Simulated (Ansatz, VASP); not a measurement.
Two plane-wave programs on BaAlH6

File INCAR:

```
SYSTEM = BaAlH6
ALGO     = Normal         ! electronic algorithm
EDIFF    = 1E-6           ! SCF threshold, eV
ENCUT    = 520            ! plane-wave cutoff, eV
GGA      = PE             ! functional
ISIF     = 2              ! what is computed and relaxed
ISMEAR   = 0              ! smearing method
LASPH    = .TRUE.         ! aspherical terms in the spheres
LCHARG   = .FALSE.        ! write CHGCAR
LREAL    = .FALSE.        ! projectors in reciprocal space
LWAVE    = .FALSE.        ! write WAVECAR
NBANDS   = 20             ! bands
NELM     = 60             ! most SCF steps
PREC     = Accurate       ! precision mode
SIGMA    = 0.1            ! smearing width, eV
```

The input KPOINTS:

```
k-points
0
G
  4 4 4
  0 0 0
```

The input POSCAR:

```
BaAlH6
1.0
    0.0000000000      3.8828149158      3.8828149158
    3.8828149158      0.0000000000      3.8828149158
    3.8828149158      3.8828149158      0.0000000000
Ba Al H
1 1 6
Direct
    0.5000000000      0.5000000000      0.5000000000
    0.2500000000      0.2500000000      0.2500000000
    0.0263860700      0.4736139300      0.4736139300
    0.4736139300      0.0263860700      0.0263860700
    0.4736139300      0.4736139300      0.0263860700
    0.0263860700      0.0263860700      0.4736139300
    0.0263860700      0.4736139300      0.0263860700
    0.4736139300      0.0263860700      0.4736139300
```

Input for Ansatz:

```yaml
crystal:
  lattice:
    - [0.0, 3.8828149158, 3.8828149158]
    - [3.8828149158, 0.0, 3.8828149158]
    - [3.8828149158, 3.8828149158, 0.0]
  atoms:
    - { symbol: Ba, position: [0.5, 0.5, 0.5] }
    - { symbol: Al, position: [0.25, 0.25, 0.25] }
    - { symbol: H, position: [0.02638607, 0.47361393, 0.47361393] }
    - { symbol: H, position: [0.47361393, 0.02638607, 0.02638607] }
    - { symbol: H, position: [0.47361393, 0.47361393, 0.02638607] }
    - { symbol: H, position: [0.02638607, 0.02638607, 0.47361393] }
    - { symbol: H, position: [0.02638607, 0.47361393, 0.02638607] }
    - { symbol: H, position: [0.47361393, 0.02638607, 0.47361393] }
basis:
  ecutwfc: 420
kpoints:
  mp_grid: { grid: [4, 4, 4] }
hamiltonian:
  xc: pbe
scf:
  occupations: { method: gaussian, width: 0.1 }
output:
  forces: true
  stress: true
  eigenvalues: true
```

Alike in both runs: task single point; functional PBE; k mesh 4 × 4 × 4; occupations gaussian, width 0.1 eV; no spin polarisation.

|  | VASP | Ansatz |
| --- | --- | --- |
| version | VASP 6.6.1 | Ansatz 0.2.0 |
| potentials or method | VASP PAW PBE potentials, release 64 (Ba_sv, Al, H), cutoff 520 eV | scalar-relativistic, plane waves, PAW |
| valence electrons in the cell | 19 | 19 |

VASP gave:

```
gap on the k mesh at the Fermi level (eV) : none
pressure (GPa)                            : 0.2
rms of the force components (eV/Å)        : 0.004
```

What did Ansatz give for the same quantities?

gap on the k mesh at the Fermi level (eV): none; pressure (GPa): 0.0; rms of the force components (eV/Å): 0.002.

Atom by atom the forces differ by 0.003 eV/Å (rms over components). A gap of «none» marks a metal or a gap that the smearing closes.

Spin-orbit coupling is off throughout.
